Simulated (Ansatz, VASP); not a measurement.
# TiRh3: VASP beside Ansatz

```
Ti Rh
1.0
     3.82200    0.00000    0.00000
     0.00000    3.82200    0.00000
     0.00000    0.00000    3.86022
Ti Rh
1 3
Direct
  0.00000 0.00000 0.00000
  0.00000 0.50000 0.50000
  0.50000 0.00000 0.50000
  0.50000 0.50000 0.00000
```

Change from the starting cell: zz strain of +1 %.

Alike in both runs: task single point; functional LDA; k mesh 10 × 10 × 10; occupations fermi-dirac, width 0.03 eV; no spin polarisation.

```csv
,VASP,Ansatz
version,VASP 6.6.1,Ansatz 0.2.0
potentials or method,"VASP PAW LDA potentials, release 64 (Ti_sv, Rh_pv), cutoff 520 eV","all-electron LAPW, scalar-relativistic"
```

```csv
,VASP,Ansatz,Ansatz less VASP
pressure (GPa),-11.8,-12.5,-0.68
"traceless stress, the component that is largest in VASP (GPa)",-1.20,-1.20,-0.003
```

LDA's correlation is that of Perdew and Zunger in VASP and of Perdew and Wang (1992) in Ansatz. Ansatz ran all-electron here, and VASP with PAW potentials.
